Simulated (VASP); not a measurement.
# KBr (I4/mmm) in VASP: notebook

Runs on KBr. Level: PBE. Tasks: single point.

Everything below comes from runs of VASP 6.6.1. Logs are shortened: lines on timing, memory, paths and dates and some standing lists are left out, and cuts for length are marked.

## (1) The cell of the first run

The structure is tetragonal, space group I4/mmm (No. 139). The conventional cell has a = 4.726 Å, b = 4.726 Å, c = 6.387 Å, α = 90.00°, β = 90.00°, γ = 90.00°. K (site symmetry 4/mmm) has 6 Br at 3.19 to 3.34 Å within 4.2 Å. Br (site symmetry 4/mmm) has 6 K at 3.19 to 3.34 Å within 4.2 Å.

## (2) Single point, PBE (strain +0.015 along x and y, -0.030 along z)

File INCAR:

```
ALGO = Normal
EDIFF = 1E-6
ENCUT = 520
GGA = PE
ISIF = 2
ISMEAR = 0
LASPH = T
LCHARG = F
LREAL = F
LWAVE = F
NBANDS = 15
NELM = 80
PREC = Accurate
SIGMA = 0.05
```

File KPOINTS:

```
k-points
0
Gamma
  6 6 6
```

File POSCAR:

```
KBr
1.0
    0.0000000000      3.3418875000      3.1937250000
    3.3418875000      0.0000000000      3.1937250000
    3.3418875000      3.3418875000      0.0000000000
K Br
1 1
Direct
    0.0000000000      0.0000000000      0.0000000000
    0.5000000000      0.5000000000      0.5000000000
```

Potentials or basis: VASP PAW PBE potentials, release 64 (K_sv, Br).

The run is started by

```sh
$ cat potpaw_PBE.64/K_sv/POTCAR potpaw_PBE.64/Br/POTCAR > POTCAR
$ mpirun -np 1 vasp_std > vasp.out
```

OUTCAR:

```text
EDIFF = 1E-6
   ENCUT = 520
   GGA = PE
   ISIF = 2
   ISMEAR = 0
   LASPH = T
   LREAL = F
   NELM = 80
   PREC = Accurate

 ion  position               nearest neighbor table
   1  0.000  0.000  0.000-   2 3.19   2 3.19
   2  0.500  0.500  0.500-   1 3.19   1 3.19

  LATTYP: Found a body centered tetragonal cell.
 ALAT       =     4.7261426264
 C/A-ratio  =     1.3515144389

  Lattice vectors:

 A1 = (   0.0000000000,  -3.3418875000,  -3.1937250000)
 A2 = (   0.0000000000,   3.3418875000,  -3.1937250000)
 A3 = (   3.3418875000,   0.0000000000,   3.1937250000)

Analysis of symmetry for initial positions (statically):
=====================================================================
 Subroutine PRICEL returns:
 Original cell was already a primitive cell.

 Routine SETGRP: Setting up the symmetry group for a
 body centered tetragonal supercell.

 Subroutine GETGRP returns: Found 16 space group operations
 (whereof 16 operations were pure point group operations)
 out of a pool of 16 trial point group operations.

The static configuration has the point symmetry D_4h.

Analysis of symmetry for dynamics (positions and initial velocities):
=====================================================================
 Subroutine PRICEL returns:
 Original cell was already a primitive cell.

 Routine SETGRP: Setting up the symmetry group for a
 body centered tetragonal supercell.

 Subroutine GETGRP returns: Found 16 space group operations
 (whereof 16 operations were pure point group operations)
 out of a pool of 16 trial point group operations.

The dynamic configuration has the point symmetry D_4h.

 Subroutine INISYM returns: Found 16 space group operations
 (whereof 16 operations are pure point group operations),
 and found     1 'primitive' translations

----------------------------------------------------------------------------------------

                                     Primitive cell

  volume of cell :      71.3364

  direct lattice vectors                    reciprocal lattice vectors
     0.000000000  3.341887500  3.193725000    -0.149616048  0.149616048  0.156556998
     3.341887500  0.000000000  3.193725000     0.149616048 -0.149616048  0.156556998
     3.341887500  3.341887500  0.000000000     0.149616048  0.149616048 -0.156556998

  length of vectors
     4.622563297  4.622563297  4.726142626     0.263210975  0.263210975  0.263210975

  position of ions in fractional coordinates (direct lattice)
     0.000000000  0.000000000  0.000000000
     0.500000000  0.500000000  0.500000000

  ion indices of the primitive-cell ions
   primitive index   ion index
                 1           1
                 2           2

----------------------------------------------------------------------------------------

 KPOINTS: k-points

Automatic generation of k-mesh.
 Grid dimensions read from file:
 generate k-points for:    6    6    6

 Generating k-lattice:

  Cartesian coordinates                     Fractional coordinates (reciprocal lattice)
    -0.024936008  0.024936008  0.026092833     0.166666667  0.000000000  0.000000000
     0.024936008 -0.024936008  0.026092833     0.000000000  0.166666667  0.000000000
     0.024936008  0.024936008 -0.026092833     0.000000000  0.000000000  0.166666667

  Length of vectors
     0.043868496  0.043868496  0.043868496

  Shift w.r.t. Gamma in fractional coordinates (k-lattice)
     0.000000000  0.000000000  0.000000000

 Subroutine IBZKPT returns following result:
 ===========================================

 Found     30 irreducible k-points:

 Following reciprocal coordinates:
            Coordinates               Weight
  0.000000  0.000000  0.000000      1.000000
  0.166667  0.000000  0.000000      8.000000
  0.333333  0.000000  0.000000      8.000000
  0.500000  0.000000  0.000000      4.000000
  0.166667  0.166667  0.000000      2.000000
  0.333333  0.166667  0.000000      8.000000
[... 16 lines left out ...]
  0.333333  0.000000  0.333333      4.000000
  0.500000  0.000000  0.333333     16.000000
 [... further k-points ...]
   k-points           NKPTS =     30   k-points in BZ     NKDIM =     30   number of bands    NBANDS=     15
   number of dos      NEDOS =    301   number of ions     NIONS =      2
   total plane-waves  NPLWV =  46656
   dimension x,y,z NGX =    36 NGY =   36 NGZ =   36
   dimension x,y,z NGXF=    72 NGYF=   72 NGZF=   72
   ions per type =               1   1
   NGX,Y,Z   is equivalent  to a cutoff of  12.95, 12.95, 12.66 a.u.
   NGXF,Y,Z  is equivalent  to a cutoff of  25.89, 25.89, 25.33 a.u.
 SYSTEM =  unknown system
   PREC   = accura    normal or accurate (medium, high low for compatibility)
   ISTART =      0    job   : 0-new  1-cont  2-samecut
   ICHARG =      2    charge: 1-file 2-atom 10-const
   ISPIN  =      1    spin polarized calculation?
   LNONCOLLINEAR =      F non collinear calculations
   LSORBIT =      F    spin-orbit coupling
   LASPH  =      T    aspherical Exc in radial PAW
   ENCUT  =  520.0 eV  38.22 Ry    6.18 a.u.   8.59  8.59  8.79*2*pi/ulx,y,z
   NELM   =     80;   NELMIN=  2; NELMDL= -5     # of ELM steps
   EDIFF  = 0.1E-05   stopping-criterion for ELM
   LREAL  =      F    real-space projection
[... 7 lines left out ...]
   TEBEG  =    0.0;   TEEND  =   0.0 temperature during run
   PSTRESS=    0.0 pullay stress
   NELECT =      16.0000    total number of electrons
   NUPDOWN=      -1.0000    fix difference up-down
   EMIN   =  10.00;   EMAX   =-10.00  energy-range for DOS
   EFERMI =   0.00;   METHOD = LEGACY
   ISMEAR =     0;   SIGMA  =   0.05  broadening in eV -4-tet -1-fermi 0-gaus
   EFERMI_NEDOS =   21; number of points for ismear=-14 and -15
   IALGO  =     38    algorithm
   IMIX   =      4    mixing-type and parameters
     AMIX     =   0.40;   BMIX     =  1.00
     AMIX_MAG =   1.60;   BMIX_MAG =  1.00
  volume/ion in A,a.u.               =      35.67       240.70
  Fermi-wavevector in a.u.,A,eV,Ry     =   0.994667  1.879648 13.461097  0.989363
  Thomas-Fermi vector in A             =   2.126634
   LORBIT       =      0    0 simple, 1 ext, 2 COOP (PROOUT), +10 PAW based schemes
   GGA     = PE    functional components
   LHFCALC =     F    Hartree Fock is set to
   AEXX    =    0.0000 exact exchange contribution
   IVDW    =     0    specifies the selected vdW correction
   LEPSILON=     F    determine dielectric tensor
   LRPA    =     F    only Hartree local field effects (RPA)
 non-spin polarized calculation
 Gauss-broadening in eV      SIGMA  =   0.05
  energy-cutoff  :      520.00
  volume of cell :       71.34
 maximum number of plane-waves:      1944
 NGX is ok and might be reduce to    36
   NGX = 17   NGY = 17   NGZ = 17

 number of electron      15.9999998 magnetization

 Free energy of the ion-electron system (eV)
  ---------------------------------------------------
  ext. energy  EPLUGINS =         0.00000000
  ---------------------------------------------------
  free energy    TOTEN  =        -6.20106564 eV

  energy without entropy =       -6.20106564  energy(sigma->0) =       -6.20106564

 E-fermi :  -1.3783     XC(G=0):  -7.3979

 val. band max:       -1.6929596140   @ k =   0.0000   0.0000   0.0000
 cond. band min:       2.7388180982   @ k =   0.0000   0.0000   0.0000
 fundamental gap:      4.4317777122
 Fermi energy:        -1.3783294592

 k-point     1 :       0.0000    0.0000    0.0000
  band No.  band energies     occupation
      1     -29.4708      2.00000
      2     -14.0146      2.00000
      3     -12.9522      2.00000
      4     -12.9494      2.00000
      5     -12.9494      2.00000
      6      -1.7183      2.00000
      7      -1.7183      2.00000
      8      -1.6930      2.00000
      9       2.7388      0.00000
     10       5.8072      0.00000
     11       5.8072      0.00000
     12       6.0869      0.00000
     13       6.6176      0.00000
     14       6.8420      0.00000
     15       9.9225      0.00000

 k-point     2 :       0.1667    0.0000    0.0000
  band No.  band energies     occupation
      1     -29.4693      2.00000
      2     -14.0692      2.00000
      3     -12.9520      2.00000
      4     -12.9513      2.00000
      5     -12.8771      2.00000
      6      -2.0808      2.00000
      7      -1.8083      2.00000
      8      -1.7946      2.00000
      9       3.3969      0.00000
     10       5.7508      0.00000
     11       6.1442      0.00000
     12       6.3202      0.00000
     13       6.9713      0.00000
     14       7.2212      0.00000
     15      10.8082      0.00000

 k-point     3 :       0.3333    0.0000    0.0000
  band No.  band energies     occupation
      1     -29.4664      2.00000
      2     -14.1622      2.00000
      3     -12.9573      2.00000
      4     -12.9523      2.00000
      5     -12.7448      2.00000
      6      -2.6632      2.00000
      7      -1.9766      2.00000
      8      -1.9682      2.00000
      9       4.5034      0.00000
     10       6.0239      0.00000
     11       7.0334      0.00000
     12       7.1649      0.00000
     13       7.8660      0.00000
     14       8.1716      0.00000
     15       9.7713      0.00000
[... 343 lines left out ...]
 k-point    23 :       0.3333    0.0000    0.3333
  band No.  band energies     occupation
      1     -29.4654      2.00000
      2     -14.0062      2.00000
      3     -12.9822      2.00000
      4     -12.9709      2.00000
      5     -12.9316      2.00000
      6      -2.5351      2.00000
      7      -1.9232      2.00000
      8      -1.9160      2.00000
      9       4.4621      0.00000
     10       4.8672      0.00000
     11       7.4014      0.00000
     12       7.8096      0.00000
     13       8.1441      0.00000
     14       8.2759      0.00000
     15       9.0518      0.00000

 k-point    24 :       0.5000    0.0000    0.3333
  band No.  band energies     occupation
      1     -29.4639      2.00000
      2     -14.0044      2.00000
      3     -13.0133      2.00000
      4     -12.9761      2.00000
      5     -12.9041      2.00000
      6      -2.5348      2.00000
      7      -2.1373      2.00000
      8      -1.9937      2.00000
      9       4.5998      0.00000
     10       5.7646      0.00000
     11       7.2101      0.00000
     12       7.8687      0.00000
     13       8.0544      0.00000
     14       8.7802      0.00000
     15       9.1953      0.00000

 [... further k-points ...]
[... 5 lines left out ...]
  --------------------------------------------------------------------------------------
  -------------------------------------------------------------------------------------
  Total        0.1850264      0.1850264      0.9519036      0.0000000      0.0000000      0.0000000
  in kB        4.1555950      4.1555950     21.3792452      0.0000000      0.0000000      0.0000000
  external PRESSURE =       9.8968118 kB  Pullay stress =       0.0000000 kB

 VOLUME and BASIS-vectors are now :
 -----------------------------------------------------------------------------
  energy-cutoff  :      520.00
  volume of cell :       71.34
      direct lattice vectors                 reciprocal lattice vectors
     0.000000000  3.341887500  3.193725000    -0.149616048  0.149616048  0.156556998
     3.341887500  0.000000000  3.193725000     0.149616048 -0.149616048  0.156556998
     3.341887500  3.341887500  0.000000000     0.149616048  0.149616048 -0.156556998

 POSITION                                       TOTAL-FORCE (eV/Angst)
 -----------------------------------------------------------------------------------
      0.00000      0.00000      0.00000        -0.000000      0.000000      0.000000
      3.34189      3.34189      3.19373         0.000000     -0.000000      0.000000
 -----------------------------------------------------------------------------------
    total drift:                                0.000000      0.000000      0.000000

  FREE ENERGIE OF THE ION-ELECTRON SYSTEM (eV)
  ---------------------------------------------------
  free  energy   TOTEN  =        -6.2010656365 eV

  energy  without entropy=       -6.2010656365  energy(sigma->0) =       -6.20106564
```

It took 38 s on 1 thread of Intel Xeon Platinum 8488C (Sapphire Rapids), shared host; peak memory 0.22 GiB.

What came out:

* Free energy: -6.2011 eV
* Pressure: 1.0 GPa
* Band gap on the k mesh: 4.43 eV, direct

Levels at points of the mesh, in eV from the valence-band top:
| k point | band 4 | band 5 | band 6 | band 7 | band 8 | band 9 | band 10 | band 11 | band 12 | band 13 |
| --- | --- | --- | --- | --- | --- | --- | --- | --- | --- | --- |
| (0.00, 0.00, 0.00) | -11.26 | -11.26 | -0.03 | -0.03 | 0.00 | 4.43 | 7.50 | 7.50 | 7.78 | 8.31 |
| (0.50, 0.00, 0.00) | -11.26 | -10.99 | -1.21 | -0.36 | -0.36 | 6.59 | 8.24 | 9.77 | 9.78 | 9.89 |
| (0.50, 0.50, 0.00) | -11.30 | -11.30 | -0.79 | -0.35 | -0.35 | 5.80 | 7.26 | 9.44 | 9.69 | 9.71 |
| (0.50, 0.00, 0.50) | -11.30 | -11.29 | -0.86 | -0.29 | -0.27 | 5.86 | 7.19 | 9.34 | 9.45 | 9.69 |

Caveat: the cell differs from its parent crystal (strain +0.015 along x and y, -0.030 along z).

## (3) Single point, PBE (strain +0.015 along x and y, -0.015 along z)

File INCAR:

```
ALGO     = Normal         # electronic algorithm
EDIFF    = 1E-6           # SCF threshold, eV
ENCUT    = 520            # plane-wave cutoff, eV
GGA      = PE             # functional
ISIF     = 2              # what is computed and relaxed
ISMEAR   = 0              # smearing method
LASPH    = T              # aspherical terms in the spheres
LCHARG   = T              # write CHGCAR
LELF     = T              # ELF
LREAL    = F              # projectors in reciprocal space
LVHAR    = T            
LWAVE    = F              # write WAVECAR
NBANDS   = 15             # bands
NELM     = 60             # most SCF steps
PREC     = Accurate       # precision mode
SIGMA    = 0.05           # smearing width, eV
```

KPOINTS is that of step 2.

File POSCAR:

```
KBr
1.0
    0.0000000000      3.3418875000      3.2431125000
    3.3418875000      0.0000000000      3.2431125000
    3.3418875000      3.3418875000      0.0000000000
K Br
1 1
Direct
    0.0000000000      0.0000000000      0.0000000000
    0.5000000000      0.5000000000      0.5000000000
```

Potentials or basis: VASP PAW PBE potentials, release 64 (K_sv, Br).

The run is started by

```sh
$ cat potpaw_PBE.64/K_sv/POTCAR potpaw_PBE.64/Br/POTCAR > POTCAR
$ mpirun -np 1 vasp_std > vasp.out
```

Wall time 40 s (1 thread of Intel Xeon Platinum 8488C (Sapphire Rapids), shared host); peak memory 0.21 GiB.

The run converged. Its results:

* Free energy: -6.2131 eV
* Pressure: 0.7 GPa
* Band gap on the k mesh: 4.40 eV, direct

Stress tensor (GPa, compression positive):
```
0.33 0.00 0.00
0.00 0.33 0.00
0.00 0.00 1.35
```

Levels at points of the mesh, in eV from the valence-band top:
```csv
k point,band 6,band 7,band 8,band 9,band 10,band 11
"(0.00, 0.00, 0.00)",-0.01,-0.01,0.00,4.40,7.53,7.53
"(0.50, 0.00, 0.00)",-1.17,-0.34,-0.34,6.56,8.19,9.73
"(0.50, 0.50, 0.00)",-0.79,-0.32,-0.32,5.84,7.19,9.39
"(0.50, 0.00, 0.50)",-0.83,-0.28,-0.27,5.88,7.15,9.33
```

Caveat: the cell differs from its parent crystal (strain +0.015 along x and y, -0.015 along z).

## (4) Single point, PBE (strain +0.030 along x and y, -0.030 along z)

File INCAR:

```
SYSTEM = KBr
PREC = Accurate
ENCUT = 520
EDIFF = 1E-6
ISMEAR = 0
SIGMA = 0.05
LREAL = .False.
LASPH = .True.
NELM = 100
ALGO = Normal
ISIF = 2
LWAVE = .False.
LCHARG = .False.
GGA = PE
NBANDS = 15
```

File KPOINTS:

```
Automatic mesh
0
Gamma
  6 6 6
  0 0 0
```

File POSCAR:

```
KBr
1.0
    0.0000000000      3.3912750000      3.1937250000
    3.3912750000      0.0000000000      3.1937250000
    3.3912750000      3.3912750000      0.0000000000
K Br
1 1
Direct
    0.0000000000      0.0000000000      0.0000000000
    0.5000000000      0.5000000000      0.5000000000
```

Potentials or basis: VASP PAW PBE potentials, release 64 (K_sv, Br).

The run is started by

```sh
$ cat potpaw_PBE.64/K_sv/POTCAR potpaw_PBE.64/Br/POTCAR > POTCAR
$ mpirun -np 1 vasp_std > vasp.out
```

OUTCAR:

```text
SYSTEM = KBr
   PREC = Accurate
   ENCUT = 520
   EDIFF = 1E-6
   ISMEAR = 0
   LREAL = .False.
   LASPH = .True.
   NELM = 100
   ISIF = 2
   GGA = PE

 ion  position               nearest neighbor table
   1  0.000  0.000  0.000-   2 3.19   2 3.19
   2  0.500  0.500  0.500-   1 3.19   1 3.19

  LATTYP: Found a body centered tetragonal cell.
 ALAT       =     4.7959870987
 C/A-ratio  =     1.3318321898

  Lattice vectors:

 A1 = (   0.0000000000,  -3.3912750000,  -3.1937250000)
 A2 = (   0.0000000000,   3.3912750000,  -3.1937250000)
[... 610 lines left out ...]
     11       6.9679      0.00000
     12       7.6980      0.00000
     13       7.8138      0.00000
     14       8.5700      0.00000
     15       8.9342      0.00000

 [... further k-points ...]
[... 5 lines left out ...]
  --------------------------------------------------------------------------------------
  -------------------------------------------------------------------------------------
  Total       -0.0486860     -0.0486860      0.8815699      0.0000000      0.0000000      0.0000000
  in kB       -1.0618441     -1.0618441     19.2271003      0.0000000      0.0000000      0.0000000
  external PRESSURE =       5.7011374 kB  Pullay stress =       0.0000000 kB

 VOLUME and BASIS-vectors are now :
 -----------------------------------------------------------------------------
  energy-cutoff  :      520.00
  volume of cell :       73.46
      direct lattice vectors                 reciprocal lattice vectors
     0.000000000  3.391275000  3.193725000    -0.147437173  0.147437173  0.156556998
     3.391275000  0.000000000  3.193725000     0.147437173 -0.147437173  0.156556998
     3.391275000  3.391275000  0.000000000     0.147437173  0.147437173 -0.156556998

 POSITION                                       TOTAL-FORCE (eV/Angst)
 -----------------------------------------------------------------------------------
      0.00000      0.00000      0.00000         0.000000      0.000000      0.000000
      3.39127      3.39127      3.19373         0.000000      0.000000     -0.000000
 -----------------------------------------------------------------------------------
    total drift:                                0.000000      0.000000      0.000000

  FREE ENERGIE OF THE ION-ELECTRON SYSTEM (eV)
  ---------------------------------------------------
  free  energy   TOTEN  =        -6.2031611293 eV

  energy  without entropy=       -6.2031611293  energy(sigma->0) =       -6.20316113
```

OSZICAR:

```text
N       E                     dE             d eps       ncg     rms          rms(c)
DAV:   1     0.101004185474E+03    0.10100E+03   -0.67726E+03   900   0.928E+02
DAV:   2    -0.225602754500E+00   -0.10123E+03   -0.93269E+02  1138   0.231E+02
DAV:   3    -0.615326693571E+01   -0.59277E+01   -0.58976E+01  1229   0.498E+01
DAV:   4    -0.638211366015E+01   -0.22885E+00   -0.22880E+00  1366   0.860E+00
DAV:   5    -0.638391049404E+01   -0.17968E-02   -0.17968E-02  1271   0.911E-01    0.309E+00
DAV:   6    -0.620498839994E+01    0.17892E+00   -0.22702E-01  1145   0.227E+00    0.225E+00
DAV:   7    -0.619271221396E+01    0.12276E-01   -0.11186E-01  1229   0.178E+00    0.103E+00
DAV:   8    -0.620203820527E+01   -0.93260E-02   -0.12673E-02  1043   0.812E-01    0.120E-01
DAV:   9    -0.620280764031E+01   -0.76944E-03   -0.80041E-04  1229   0.172E-01    0.785E-02
DAV:  10    -0.620314268306E+01   -0.33504E-03   -0.33989E-04   921   0.106E-01    0.124E-02
DAV:  11    -0.620315913605E+01   -0.16453E-04   -0.27566E-05  1234   0.299E-02    0.553E-03
DAV:  12    -0.620316099651E+01   -0.18605E-05   -0.45550E-06   920   0.142E-02    0.192E-03
DAV:  13    -0.620316112927E+01   -0.13275E-06   -0.11727E-07  1031   0.194E-03
   1 F= -.62031611E+01 E0= -.62031611E+01  d E =-.301403E-14
```

Run time: 34 s. Hardware: 1 thread of Intel Xeon Platinum 8488C (Sapphire Rapids), shared host; peak memory 0.22 GiB.

Results:

```yaml
Free_energy: -6.2032 eV
Pressure: 0.6 GPa
Band_gap_on_the_k_mesh: 4.35 eV, direct
```

Stress tensor (GPa, compression positive):
```
-0.11  0.00  0.00
 0.00 -0.11  0.00
 0.00  0.00  1.92
```

Caveat: the cell differs from its parent crystal (strain +0.030 along x and y, -0.030 along z).

(Part 1 of 2 ends here.)
